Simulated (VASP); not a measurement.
# Ga4Sb3As (I-42m) in VASP: relaxation of cell and atoms with PBE

Aim: the relaxation of cell and atoms of Ga4Sb3As with PBE.

All numbers are computed with VASP 6.6.1; they aren't measurements. Logs are shortened: lines on timing, memory, paths and dates and some standing lists are left out, and cuts for length are marked.

**1. The cell of the first run**

It takes space group I-42m (No. 121, tetragonal). Conventional cell: a = 5.732 Å, b = 5.732 Å, c = 11.464 Å, α = 90.00°, β = 90.00°, γ = 90.00°. Ga (site symmetry m) has 3 Sb at 2.48 Å and 1 As at 2.48 Å within 3.3 Å. Sb (site symmetry -42m) has 4 Ga at 2.48 Å within 3.3 Å. Sb (site symmetry -4) has 4 Ga at 2.48 Å within 3.3 Å. As (site symmetry -42m) has 4 Ga at 2.48 Å within 3.3 Å.

**2. Relaxation of cell and atoms, PBE**

INCAR

```
ALGO = Normal
EDIFF = 1E-7
EDIFFG = -0.04
ENCUT = 600
GGA = PE
IBRION = 2
ISIF = 3
ISMEAR = 0
LASPH = True
LCHARG = False
LREAL = False
LWAVE = False
NELM = 100
NSW = 90
PREC = Accurate
SIGMA = 0.1
```

KPOINTS

```
k-points
0
Gamma
  4 4 4
```

POSCAR

```
Ga4Sb3As
1.0
   -2.8661227200      2.8661227200      5.7322454400
    2.8661227200     -2.8661227200      5.7322454400
    2.8661227200      2.8661227200     -5.7322454400
Ga Sb As
4 3 1
Direct
    0.6250000000      0.6250000000      0.5000000000
    0.1250000000      0.1250000000      0.5000000000
    0.8750000000      0.3750000000      0.0000000000
    0.3750000000      0.8750000000      0.0000000000
    0.5000000000      0.5000000000      0.0000000000
    0.7500000000      0.2500000000      0.5000000000
    0.2500000000      0.7500000000      0.5000000000
    0.0000000000      0.0000000000      0.0000000000
```

Potentials or basis: VASP PAW PBE potentials, release 64 (Ga_d, Sb, As).

Started as:

```sh
cat potpaw_PBE.64/Ga_d/POTCAR potpaw_PBE.64/Sb/POTCAR potpaw_PBE.64/As/POTCAR > POTCAR
mpirun -np 1 vasp_std > vasp.out
```

OUTCAR:

```text
EDIFF = 1E-7
   EDIFFG = -0.04
   ENCUT = 600
   GGA = PE
   IBRION = 2
   ISIF = 3
   ISMEAR = 0
   LASPH = True
   LREAL = False
   NELM = 100
   NSW = 90
   PREC = Accurate

 ion  position               nearest neighbor table
   1  0.625  0.625  0.500-   6 2.48   7 2.48   8 2.48   5 2.48
   2  0.125  0.125  0.500-   5 2.48   6 2.48   7 2.48   8 2.48
   3  0.875  0.375  0.000-   5 2.48   7 2.48   8 2.48   6 2.48
   4  0.375  0.875  0.000-   5 2.48   6 2.48   8 2.48   7 2.48
   5  0.500  0.500  0.000-   1 2.48   3 2.48   4 2.48   2 2.48
   6  0.750  0.250  0.500-   1 2.48   2 2.48   3 2.48   4 2.48
   7  0.250  0.750  0.500-   1 2.48   2 2.48   4 2.48   3 2.48
   8  0.000  0.000  0.000-   2 2.48   3 2.48   4 2.48   1 2.48

  LATTYP: Found a body centered tetragonal cell.
 ALAT       =     5.7322454400
 C/A-ratio  =     2.0000000000

  Lattice vectors:

 A1 = (  -2.8661227200,   2.8661227200,   5.7322454400)
 A2 = (   2.8661227200,  -2.8661227200,   5.7322454400)
 A3 = (   2.8661227200,   2.8661227200,  -5.7322454400)

Analysis of symmetry for initial positions (statically):
=====================================================================
 Subroutine PRICEL returns:
 Original cell was already a primitive cell.

 Routine SETGRP: Setting up the symmetry group for a
 body centered tetragonal supercell.

 Subroutine GETGRP returns: Found  8 space group operations
 (whereof  8 operations were pure point group operations)
 out of a pool of 16 trial point group operations.

The static configuration has the point symmetry D_2d.

Analysis of symmetry for dynamics (positions and initial velocities):
=====================================================================
 Subroutine PRICEL returns:
 Original cell was already a primitive cell.

 Routine SETGRP: Setting up the symmetry group for a
 body centered tetragonal supercell.

 Subroutine GETGRP returns: Found  8 space group operations
 (whereof  8 operations were pure point group operations)
 out of a pool of 16 trial point group operations.

The dynamic configuration has the point symmetry D_2d.

 Subroutine INISYM returns: Found  8 space group operations
 (whereof  8 operations are pure point group operations),
 and found     1 'primitive' translations

----------------------------------------------------------------------------------------

                                     Primitive cell

  volume of cell :     188.3538

  direct lattice vectors                    reciprocal lattice vectors
    -2.866122720  2.866122720  5.732245440     0.000000000  0.174451707  0.087225853
     2.866122720 -2.866122720  5.732245440     0.174451707  0.000000000  0.087225853
     2.866122720  2.866122720 -5.732245440     0.174451707  0.174451707  0.000000000

  length of vectors
     7.020538204  7.020538204  7.020538204     0.195042937  0.195042937  0.246711970

  position of ions in fractional coordinates (direct lattice)
     0.625000000  0.625000000  0.500000000
[... 70 lines left out ...]
   ISTART =      0    job   : 0-new  1-cont  2-samecut
   ICHARG =      2    charge: 1-file 2-atom 10-const
   ISPIN  =      1    spin polarized calculation?
   LNONCOLLINEAR =      F non collinear calculations
   LSORBIT =      F    spin-orbit coupling
   LASPH  =      T    aspherical Exc in radial PAW
   ENCUT  =  600.0 eV  44.10 Ry    6.64 a.u.  14.02 14.02 14.02*2*pi/ulx,y,z
   NELM   =    100;   NELMIN=  2; NELMDL= -5     # of ELM steps
   EDIFF  = 0.1E-06   stopping-criterion for ELM
   LREAL  =      F    real-space projection
   EDIFFG = -.4E-01   stopping-criterion for IOM
   NSW    =     90    number of steps for IOM
   IBRION =      2    ionic relax: 0-MD 1-quasi-New 2-CG
   NFREE  =      1    steps in history (QN), initial steepest desc. (CG)
   ISIF   =      3    stress and relaxation
   ISYM   =      2    0-nonsym 1-usesym 2-fastsym
   POTIM  = 0.5000    time-step for ionic-motion
   TEBEG  =    0.0;   TEEND  =   0.0 temperature during run
   PSTRESS=    0.0 pullay stress
   NELECT =      72.0000    total number of electrons
   NUPDOWN=      -1.0000    fix difference up-down
   EMIN   =  10.00;   EMAX   =-10.00  energy-range for DOS
   EFERMI =   0.00;   METHOD = LEGACY
   ISMEAR =     0;   SIGMA  =   0.10  broadening in eV -4-tet -1-fermi 0-gaus
   EFERMI_NEDOS =   21; number of points for ismear=-14 and -15
   IALGO  =     38    algorithm
   IMIX   =      4    mixing-type and parameters
     AMIX     =   0.40;   BMIX     =  1.00
     AMIX_MAG =   1.60;   BMIX_MAG =  1.00
  volume/ion in A,a.u.               =      23.54       158.88
  Fermi-wavevector in a.u.,A,eV,Ry     =   1.188122  2.245224 19.206432  1.411633
  Thomas-Fermi vector in A             =   2.324258
   LORBIT       =      0    0 simple, 1 ext, 2 COOP (PROOUT), +10 PAW based schemes
   GGA     = PE    functional components
   LHFCALC =     F    Hartree Fock is set to
   AEXX    =    0.0000 exact exchange contribution
   IVDW    =     0    specifies the selected vdW correction
   LEPSILON=     F    determine dielectric tensor
   LRPA    =     F    only Hartree local field effects (RPA)
 conjugate gradient relaxation of ions
 non-spin polarized calculation
 Gauss-broadening in eV      SIGMA  =   0.10
  energy-cutoff  :      600.00
  volume of cell :      188.35
 maximum number of plane-waves:      6350
   NGX = 29   NGY = 29   NGZ = 29

--------------------------------------- Ionic step        1  -------------------------------------------

 number of electron      72.0000008 magnetization

 Free energy of the ion-electron system (eV)
  ---------------------------------------------------
  ext. energy  EPLUGINS =         0.00000000
  ---------------------------------------------------
  free energy    TOTEN  =       -28.51340370 eV

  energy without entropy =      -28.51340060  energy(sigma->0) =      -28.51340215

 E-fermi :   6.4768     XC(G=0):  -9.8322

 val. band max:        6.2080748513   @ k =   0.0000   0.0000   0.0000
 cond. band min:       6.7423083786   @ k =   0.5000   0.5000   0.0000
 fundamental gap:      0.5342335273
 Fermi energy:         6.4768287764

 k-point     1 :       0.0000    0.0000    0.0000
  band No.  band energies     occupation
      1      -9.2442      2.00000
      2      -9.2350      2.00000
      3      -9.2031      2.00000
      4      -9.1497      2.00000
      5      -9.1494      2.00000
      6      -9.1494      2.00000
[... 922 lines left out ...]
--------------------------------------- Ionic step        9  -------------------------------------------

 number of electron      72.0000011 magnetization

 Free energy of the ion-electron system (eV)
  ---------------------------------------------------
  ext. energy  EPLUGINS =         0.00000000
  ---------------------------------------------------
  free energy    TOTEN  =       -30.26281882 eV

  energy without entropy =      -30.26029711  energy(sigma->0) =      -30.26155797

 E-fermi :   4.2403     XC(G=0):  -8.9955

 val. band max:        4.2112433533   @ k =   0.0000   0.0000   0.0000
 cond. band min:       4.4109572135   @ k =   0.5000   0.5000   0.0000
 fundamental gap:      0.1997138602
 Fermi energy:         4.2402661521

 k-point     1 :       0.0000    0.0000    0.0000
  band No.  band energies     occupation
      1     -10.7617      2.00000
      2     -10.7294      2.00000
      3     -10.7258      2.00000
      4     -10.6939      2.00000
      5     -10.6939      2.00000
      6     -10.6932      2.00000
[... 622 lines left out ...]
  FREE ENERGIE OF THE ION-ELECTRON SYSTEM (eV)
  ---------------------------------------------------
  free  energy   TOTEN  =       -30.2628188192 eV

  energy  without entropy=      -30.2602971132  energy(sigma->0) =      -30.26155797

 reached required accuracy - stopping structural energy minimisation
```

It took 12 min on 1 thread of AMD EPYC 9R45 (Zen 5), shared host; peak memory 0.49 GiB.

Results:

* Free energy: -30.2628 eV
* Relaxed volume: 28.43 Å³/atom
* Relaxed cell: a = 7.472 Å, b = 7.472 Å, c = 7.472 Å, α = 131.76°, β = 131.76°, γ = 70.61°
* Space group after relaxing (to 0.1 Å): I-42m (No. 121)
* Energy gained by relaxing: 218.7 meV/atom
* Ionic steps: 9
* Pressure after relaxing: 0.0 GPa
* Largest force after relaxing: 0.033 eV/Å
* Band gap on the k mesh: zero (filled and empty bands touch)

Forces in eV/Å, atoms in the order of the input:
```
Ga   0.004  0.004 -0.032
Ga  -0.004 -0.004 -0.032
Ga  -0.004  0.004  0.032
Ga   0.004 -0.004  0.032
Sb   0.000  0.000  0.000
Sb   0.000  0.000  0.000
Sb   0.000  0.000  0.000
As   0.000  0.000  0.000
```

The path:
```csv
step,energy change (eV),largest force (eV/Å),pressure (GPa),volume (Å³)
1,0.0000,1.3944,14.62,188.35
2,-1.3654,0.2648,-3.93,253.18
3,-1.6711,0.5248,-0.24,229.27
4,-1.6711,0.5129,-0.42,230.15
5,-1.7152,0.3463,-0.30,229.06
6,-1.7478,0.0940,0.09,226.81
7,-1.7485,0.0718,0.04,227.10
8,-1.7485,0.0734,0.06,227.04
9,-1.7494,0.0329,-0.04,227.43
```

Final structure:
```xyz
8
Lattice="-3.0536 3.0536 6.0978 3.0536 -3.0536 6.0978 3.0536 3.0536 -6.0978" Properties=species:S:1:pos:R:3 pbc="T T T"
Ga    1.6021    1.6021    4.6292
Ga    1.4515    1.4515   -1.4686
Ga   -1.6021    1.6021    7.5664
Ga    1.6021   -1.6021    7.5664
Sb    0.0000    0.0000    6.0978
Sb    0.0000    3.0536    3.0489
Sb    3.0536    0.0000    3.0489
As    0.0000    0.0000    0.0000
```

Caveat: the volume moved by over 15 % at a fixed basis, so the end points are rough; semilocal functionals underestimate gaps, and a narrow one can read as zero; spin-orbit coupling is left out, which moves the levels of the heavy elements.

The gap in the log of VASP goes by the Fermi energy; the results here count the filled bands.